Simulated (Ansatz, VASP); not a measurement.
Sb in VASP and in Ansatz

File INCAR:

```
SYSTEM = Sb
PREC     = Accurate       ! precision mode
ENCUT    = 520            ! plane-wave cutoff, eV
EDIFF    = 1E-6           ! SCF threshold, eV
ISMEAR   = 0              ! smearing method
SIGMA    = 0.15           ! smearing width, eV
LREAL    = .False.        ! projectors in reciprocal space
LASPH    = .True.         ! aspherical terms in the spheres
NELM     = 60             ! most SCF steps
ALGO     = Normal         ! electronic algorithm
ISIF     = 2              ! what is computed and relaxed
LWAVE    = .False.        ! write WAVECAR
LCHARG   = .True.         ! write CHGCAR
GGA      = PS             ! functional
LELF     = .True.         ! ELF
LVHAR    = .True.       
NBANDS   = 12             ! bands
```

KPOINTS

```
regular mesh
0
Gamma
  18 18 10
  0 0 0
```

The input POSCAR:

```
Sb
1.0
    3.5711401903      0.0000000000      0.0000000000
   -1.7855700952      2.7425813563      0.0000000000
    0.0000000000      0.0000000000      5.3300000000
Sb
2
Direct
    0.3333333333      0.6666666667      0.2500000000
    0.6666666667      0.3333333333      0.7500000000
```

Input for Ansatz:

```yaml
crystal:
  lattice:
    - [3.5711401903, 0.0, 0.0]
    - [-1.7855700952, 2.7425813563, 0.0]
    - [0.0, 0.0, 5.33]
  atoms:
    - { symbol: Sb, position: [0.3333333333, 0.6666666667, 0.25] }
    - { symbol: Sb, position: [0.6666666667, 0.3333333333, 0.75] }
basis:
  ecutwfc: 420
kpoints:
  mp_grid: { grid: [18, 18, 10] }
hamiltonian:
  xc: pbesol
scf:
  occupations: { method: gaussian, width: 0.15 }
output:
  forces: true
  stress: true
  eigenvalues: true
```

Change from the starting cell: strain +0.0600 x Voigt [1, -1, 0, 0, 0, 0], atoms carried along.

Alike in both runs: task single point; functional PBEsol; k mesh 18 × 18 × 10; occupations gaussian, width 0.15 eV; no spin polarisation.

|  | VASP | Ansatz |
| --- | --- | --- |
| version | VASP 6.6.1 | Ansatz 0.2.0 |
| potentials or method | VASP PAW PBE potentials, release 64 (Sb), cutoff 520 eV | scalar-relativistic, plane waves, PAW |
| valence electrons in the cell | 10 | 30 |

Ansatz gave:

```
gap on the k mesh at the Fermi level (eV)                     : none
pressure (GPa)                                                : 0.5
traceless stress, the component that is largest in VASP (GPa) : -0.77
rms of the force components (eV/Å)                            : 0.041
```

Question: What did VASP give for the same quantities?

Answer: gap on the k mesh at the Fermi level (eV): none; pressure (GPa): 0.5; traceless stress, the component that is largest in VASP (GPa): -0.76; rms of the force components (eV/Å): 0.042.

VASP's potentials were made for PBE, not for PBEsol. Atom by atom the forces differ by 0.001 eV/Å (rms over components). A gap of «none» marks a metal or a gap that the smearing closes. With one functional, cell and mesh, what is left measures potentials, basis and numerics. VASP's potentials hold 10 valence electrons a cell and Ansatz's 30, so a difference there can come from the potentials and not from the codes.

Neither program's run includes spin-orbit coupling.
